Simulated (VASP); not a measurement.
# MgRh (Pm-3m) in VASP: further runs

Runs on MgRh. Level: LDA. Tasks: single point.

All numbers are computed with VASP 6.6.1; they aren't measurements. Logs are shortened: lines on timing, memory, paths and dates and some standing lists are left out, and cuts for length are marked.

## (1) The cell of the first run

The structure is cubic, space group Pm-3m (No. 221). The conventional cell has a = 3.078 Å, b = 3.078 Å, c = 3.078 Å, α = 90.00°, β = 90.00°, γ = 90.00°. Within 3.5 Å of Mg (site symmetry m-3m) lie 8 Rh at 2.67 Å and 6 Mg at 3.08 Å. Rh (site symmetry m-3m) has 8 Mg at 2.67 Å and 6 Rh at 3.08 Å within 3.5 Å.

## (2) Single point, LDA

Input file INCAR:

```
  PREC = Accurate
  ENCUT = 520
  EDIFF = 1E-7
  ISMEAR = 1
  SIGMA = 0.1
  LREAL = F
  LASPH = T
  NELM = 100
  ALGO = Normal
  ISIF = 2
  LWAVE = F
  LCHARG = F
  NBANDS = 16
```

Input file KPOINTS:

```
regular mesh
0
Gamma
  7 7 7
```

Input file POSCAR:

```
MgRh
1.0
    3.0783993733      0.0000000000      0.0000000000
    0.0000000000      3.0783993733      0.0000000000
    0.0000000000      0.0000000000      3.0783993733
Mg Rh
1 1
Direct
    0.0000000000      0.0000000000      0.0000000000
    0.5000000000      0.5000000000      0.5000000000
```

Potentials or basis: VASP PAW LDA potentials, release 64 (Mg, Rh_pv).

On the command line:

```bash
> cat potpaw_LDA.64/Mg/POTCAR potpaw_LDA.64/Rh_pv/POTCAR > POTCAR
> mpirun -np 1 vasp_std > vasp.out
```

OUTCAR:

```text
PREC = Accurate
   ENCUT = 520
   EDIFF = 1E-7
   ISMEAR = 1
   LREAL = F
   LASPH = T
   NELM = 100
   ISIF = 2

 ion  position               nearest neighbor table
   1  0.000  0.000  0.000-   2 2.67   2 2.67   2 2.67   2 2.67   2 2.67   2 2.67   2 2.67   2 2.67

   2  0.500  0.500  0.500-   1 2.67   1 2.67   1 2.67   1 2.67   1 2.67   1 2.67   1 2.67   1 2.67

  LATTYP: Found a simple cubic cell.
 ALAT       =     3.0783993733

  Lattice vectors:

 A1 = (   3.0783993733,   0.0000000000,   0.0000000000)
 A2 = (   0.0000000000,   3.0783993733,   0.0000000000)
 A3 = (   0.0000000000,   0.0000000000,   3.0783993733)

Analysis of symmetry for initial positions (statically):
=====================================================================
 Subroutine PRICEL returns:
 Original cell was already a primitive cell.

 Routine SETGRP: Setting up the symmetry group for a
 simple cubic supercell.

 Subroutine GETGRP returns: Found 48 space group operations
 (whereof 48 operations were pure point group operations)
 out of a pool of 48 trial point group operations.

The static configuration has the point symmetry O_h .

Analysis of symmetry for dynamics (positions and initial velocities):
=====================================================================
 Subroutine PRICEL returns:
 Original cell was already a primitive cell.

 Routine SETGRP: Setting up the symmetry group for a
 simple cubic supercell.

 Subroutine GETGRP returns: Found 48 space group operations
 (whereof 48 operations were pure point group operations)
 out of a pool of 48 trial point group operations.

The dynamic configuration has the point symmetry O_h .

 Subroutine INISYM returns: Found 48 space group operations
 (whereof 48 operations are pure point group operations),
 and found     1 'primitive' translations

----------------------------------------------------------------------------------------

                                     Primitive cell

  volume of cell :      29.1726

  direct lattice vectors                    reciprocal lattice vectors
     3.078399373  0.000000000  0.000000000     0.324844141  0.000000000  0.000000000
     0.000000000  3.078399373  0.000000000     0.000000000  0.324844141  0.000000000
     0.000000000  0.000000000  3.078399373     0.000000000  0.000000000  0.324844141

  length of vectors
     3.078399373  3.078399373  3.078399373     0.324844141  0.324844141  0.324844141

  position of ions in fractional coordinates (direct lattice)
     0.000000000  0.000000000  0.000000000
     0.500000000  0.500000000  0.500000000

  ion indices of the primitive-cell ions
   primitive index   ion index
                 1           1
                 2           2

----------------------------------------------------------------------------------------

 KPOINTS: regular mesh

Automatic generation of k-mesh.
 Grid dimensions read from file:
 generate k-points for:    7    7    7

 Generating k-lattice:

  Cartesian coordinates                     Fractional coordinates (reciprocal lattice)
     0.046406306  0.000000000  0.000000000     0.142857143  0.000000000  0.000000000
     0.000000000  0.046406306  0.000000000     0.000000000  0.142857143  0.000000000
     0.000000000  0.000000000  0.046406306     0.000000000  0.000000000  0.142857143

  Length of vectors
     0.046406306  0.046406306  0.046406306

  Shift w.r.t. Gamma in fractional coordinates (k-lattice)
     0.000000000  0.000000000  0.000000000

 Subroutine IBZKPT returns following result:
 ===========================================

 Found     20 irreducible k-points:

 Following reciprocal coordinates:
            Coordinates               Weight
  0.000000  0.000000  0.000000      1.000000
  0.142857  0.000000  0.000000      6.000000
  0.285714  0.000000  0.000000      6.000000
  0.428571  0.000000  0.000000      6.000000
  0.142857  0.142857  0.000000     12.000000
  0.285714  0.142857  0.000000     24.000000
[... 12 lines left out ...]
  0.428571  0.428571  0.285714     24.000000
  0.428571  0.428571  0.428571      8.000000
   k-points           NKPTS =     20   k-points in BZ     NKDIM =     20   number of bands    NBANDS=     16
   number of dos      NEDOS =    301   number of ions     NIONS =      2
   total plane-waves  NPLWV =  13824
   dimension x,y,z NGX =    24 NGY =   24 NGZ =   24
   dimension x,y,z NGXF=    48 NGYF=   48 NGZF=   48
   ions per type =               1   1
   NGX,Y,Z   is equivalent  to a cutoff of  12.96, 12.96, 12.96 a.u.
   NGXF,Y,Z  is equivalent  to a cutoff of  25.92, 25.92, 25.92 a.u.
 SYSTEM =  unknown system
   PREC   = accura    normal or accurate (medium, high low for compatibility)
   ISTART =      0    job   : 0-new  1-cont  2-samecut
   ICHARG =      2    charge: 1-file 2-atom 10-const
   ISPIN  =      1    spin polarized calculation?
   LNONCOLLINEAR =      F non collinear calculations
   LSORBIT =      F    spin-orbit coupling
   LASPH  =      T    aspherical Exc in radial PAW
   ENCUT  =  520.0 eV  38.22 Ry    6.18 a.u.   5.72  5.72  5.72*2*pi/ulx,y,z
   NELM   =    100;   NELMIN=  2; NELMDL= -5     # of ELM steps
   EDIFF  = 0.1E-06   stopping-criterion for ELM
   LREAL  =      F    real-space projection
   EDIFFG = 0.1E-05   stopping-criterion for IOM
   NSW    =      0    number of steps for IOM
   IBRION =     -1    ionic relax: 0-MD 1-quasi-New 2-CG
   NFREE  =      0    steps in history (QN), initial steepest desc. (CG)
   ISIF   =      2    stress and relaxation
   ISYM   =      2    0-nonsym 1-usesym 2-fastsym
   POTIM  = 0.5000    time-step for ionic-motion
   TEBEG  =    0.0;   TEEND  =   0.0 temperature during run
   PSTRESS=    0.0 pullay stress
   NELECT =      17.0000    total number of electrons
   NUPDOWN=      -1.0000    fix difference up-down
   EMIN   =  10.00;   EMAX   =-10.00  energy-range for DOS
   EFERMI =   0.00;   METHOD = LEGACY
   ISMEAR =     1;   SIGMA  =   0.10  broadening in eV -4-tet -1-fermi 0-gaus
   EFERMI_NEDOS =   21; number of points for ismear=-14 and -15
   IALGO  =     38    algorithm
   IMIX   =      4    mixing-type and parameters
     AMIX     =   0.40;   BMIX     =  1.00
     AMIX_MAG =   1.60;   BMIX_MAG =  1.00
  volume/ion in A,a.u.               =      14.59        98.43
  Fermi-wavevector in a.u.,A,eV,Ry     =   1.367412  2.584035 25.440400  1.869817
  Thomas-Fermi vector in A             =   2.493467
   LORBIT       =      0    0 simple, 1 ext, 2 COOP (PROOUT), +10 PAW based schemes
   GGA     = CA    functional components
   LHFCALC =     F    Hartree Fock is set to
   AEXX    =    0.0000 exact exchange contribution
   IVDW    =     0    specifies the selected vdW correction
   LEPSILON=     F    determine dielectric tensor
   LRPA    =     F    only Hartree local field effects (RPA)
 non-spin polarized calculation
 Methfessel and Paxton  Order N= 1 SIGMA  =   0.10
  energy-cutoff  :      520.00
  volume of cell :       29.17
 maximum number of plane-waves:       808
 NGX is ok and might be reduce to    24
   NGX = 11   NGY = 11   NGZ = 11

 number of electron      17.0000009 magnetization

 Free energy of the ion-electron system (eV)
  ---------------------------------------------------
  ext. energy  EPLUGINS =         0.00000000
  ---------------------------------------------------
  free energy    TOTEN  =       -11.47957460 eV

  energy without entropy =      -11.47917124  energy(sigma->0) =      -11.47944014

 E-fermi :   6.8568     XC(G=0): -12.0923

 val. band max:        6.8134845306   @ k =   0.4286   0.4286   0.0000
 cond. band min:       6.9257180603   @ k =   0.4286   0.2857   0.1429
 fundamental gap:      0.1122335297
 Fermi energy:         6.8568102172

 k-point     1 :       0.0000    0.0000    0.0000
  band No.  band energies     occupation
      1     -38.2901      2.00000
      2     -38.2901      2.00000
      3     -38.2901      2.00000
      4      -0.3731      2.00000
      5       3.6912      2.00000
      6       3.6912      2.00000
[... 8 lines left out ...]
     15      23.6938      0.00000
     16      27.2499      0.00000

 k-point     2 :       0.1429    0.0000    0.0000
  band No.  band energies     occupation
      1     -38.3093      2.00000
      2     -38.2886      2.00000
      3     -38.2886      2.00000
      4      -0.0108      2.00000
      5       3.7799      2.00000
      6       3.8585      2.00000
[... 8 lines left out ...]
     15      24.8930      0.00000
     16      26.1782      0.00000

 k-point     3 :       0.2857    0.0000    0.0000
  band No.  band energies     occupation
      1     -38.3524      2.00000
      2     -38.2853      2.00000
      3     -38.2853      2.00000
      4       0.9823      2.00000
      5       3.9900      2.00000
      6       4.1923      2.00000
[... 8 lines left out ...]
     15      24.1070      0.00000
     16      24.1070      0.00000

 k-point     4 :       0.4286    0.0000    0.0000
  band No.  band energies     occupation
      1     -38.3868      2.00000
      2     -38.2826      2.00000
      3     -38.2826      2.00000
      4       2.2048      2.00000
      5       4.1710      2.00000
      6       4.2002      2.00000
[... 8 lines left out ...]
     15      22.3294      0.00000
     16      22.3294      0.00000
[... 248 lines left out ...]
 k-point    18 :       0.4286    0.2857    0.2857
  band No.  band energies     occupation
      1     -38.3740      2.00000
      2     -38.3378      2.00000
      3     -38.3372      2.00000
      4       3.3137      2.00000
      5       4.2077      2.00000
      6       4.3305      2.00000
[... 8 lines left out ...]
     15      20.0982      0.00000
     16      23.9220      0.00000

 k-point    19 :       0.4286    0.4286    0.2857
  band No.  band energies     occupation
      1     -38.3707      2.00000
      2     -38.3705      2.00000
      3     -38.3345      2.00000
      4       3.2665      2.00000
      5       4.0570      2.00000
      6       4.1237      2.00000
[... 8 lines left out ...]
     15      18.1785      0.00000
     16      21.2982      0.00000

 k-point    20 :       0.4286    0.4286    0.4286
  band No.  band energies     occupation
      1     -38.3676      2.00000
      2     -38.3674      2.00000
      3     -38.3674      2.00000
      4       3.4863      2.00000
      5       3.6569      2.00000
      6       3.6569      2.00000
[... 8 lines left out ...]
     15      16.6463      0.00000
     16      18.6026      0.00000

------------------------ aborting loop because EDIFF is reached ----------------------------------------

  FORCE on cell =-STRESS in cart. coord.  units (eV):
  Direction    XX          YY          ZZ          XY          YZ          ZX
  --------------------------------------------------------------------------------------
  -------------------------------------------------------------------------------------
  Total       -0.7755117     -0.7755117     -0.7755117      0.0000000     -0.0000000      0.0000000
  in kB      -42.5916072    -42.5916072    -42.5916072      0.0000000     -0.0000000      0.0000000
  external PRESSURE =     -42.5916072 kB  Pullay stress =       0.0000000 kB

 VOLUME and BASIS-vectors are now :
 -----------------------------------------------------------------------------
  energy-cutoff  :      520.00
  volume of cell :       29.17
      direct lattice vectors                 reciprocal lattice vectors
     3.078399373  0.000000000  0.000000000     0.324844141  0.000000000  0.000000000
     0.000000000  3.078399373  0.000000000     0.000000000  0.324844141  0.000000000
     0.000000000  0.000000000  3.078399373     0.000000000  0.000000000  0.324844141

 POSITION                                       TOTAL-FORCE (eV/Angst)
 -----------------------------------------------------------------------------------
      0.00000      0.00000      0.00000         0.000000      0.000000      0.000000
      1.53920      1.53920      1.53920         0.000000      0.000000      0.000000
 -----------------------------------------------------------------------------------
    total drift:                                0.000000     -0.000000     -0.000000

  FREE ENERGIE OF THE ION-ELECTRON SYSTEM (eV)
  ---------------------------------------------------
  free  energy   TOTEN  =       -11.4795745965 eV

  energy  without entropy=      -11.4791712388  energy(sigma->0) =      -11.47944014
```

Run time: 2.9 s. Hardware: 1 thread of Intel Xeon 6975P-C (Granite Rapids), shared host; peak memory 0.13 GiB.

What came out:

- Free energy: -11.4796 eV
- Pressure: -4.3 GPa

## (3) Single point, LDA

This run uses another cell than the first one, of 14.88 Å³/atom, 1.020 times its volume.

Input file INCAR:

```
PREC = Accurate
ENCUT = 520
EDIFF = 1E-7
ISMEAR = 1
SIGMA = 0.1
LREAL = F
LASPH = T
NELM = 60
ALGO = Normal
ISIF = 2
LWAVE = F
LCHARG = F
GGA = CA
NBANDS = 16
```

KPOINTS is that of step 2.

Input file POSCAR:

```
MgRh
1.0
    3.0992000000      0.0000000000      0.0000000000
    0.0000000000      3.0992000000      0.0000000000
    0.0000000000      0.0000000000      3.0992000000
Mg Rh
1 1
Direct
    0.0000000000      0.0000000000      0.0000000000
    0.5000000000      0.5000000000      0.5000000000
```

Potentials or basis: VASP PAW LDA potentials, release 64 (Mg, Rh_pv).

On the command line:

```bash
> cat potpaw_LDA.64/Mg/POTCAR potpaw_LDA.64/Rh_pv/POTCAR > POTCAR
> mpirun -np 1 vasp_std > vasp.out
```

Wall time 3 s (1 thread of Intel Xeon 6975P-C (Granite Rapids), shared host); peak memory 0.13 GiB.

It converged, with:

```yaml
Free_energy: -11.4594 eV
Pressure: -6.6 GPa
```

Levels at points of the mesh, in eV from the Fermi level:
| k point | band 7 | band 8 | band 9 | band 10 | band 11 | band 12 |
| --- | --- | --- | --- | --- | --- | --- |
| (0.00, 0.00, 0.00) | -0.34 | -0.34 | -0.34 | 8.12 | 8.12 | 8.12 |
